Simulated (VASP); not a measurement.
A run of VASP 6.6.1:

The input INCAR:

```
SYSTEM = Al
ALGO = Normal
EDIFF = 1E-7
EDIFFG = -0.005
ENCUT = 600
GGA = CA
IBRION = 2
ISIF = 4
ISMEAR = -1
LASPH = .True.
LCHARG = .False.
LREAL = .False.
LWAVE = .False.
NELM = 100
NSW = 50
PREC = Accurate
SIGMA = 0.08
```

The input KPOINTS:

```
k-points
0
Gamma
  15 15 8
  0 0 0
```

The input POSCAR:

```
Al
1.0
    2.4757187381      0.0000000000      0.0000000000
   -1.2378593691      2.1440353198      0.0000000000
    0.0000000000      0.0000000000      4.0866015245
Al
2
Direct
    0.3333333333      0.6666666667      0.2500000000
    0.6666666667      0.3333333333      0.7500000000
```

Potentials or basis: VASP PAW LDA potentials, release 64 (Al).

Run with:

```sh
$ cat potpaw_LDA.64/Al/POTCAR > POTCAR
$ mpirun -np 1 vasp_std > vasp.out
```

Hardware: 1 thread of Intel(R) Xeon(R) 6975P-C (Granite Rapids) (shared host).

Q: Estimate the wall time of this run.

A: It took 13 s on 1 thread of Intel(R) Xeon(R) 6975P-C (Granite Rapids), with other jobs on the host, peak memory 0.13 GiB. Counts: scf iterations 20, k points 135, ion steps 3.
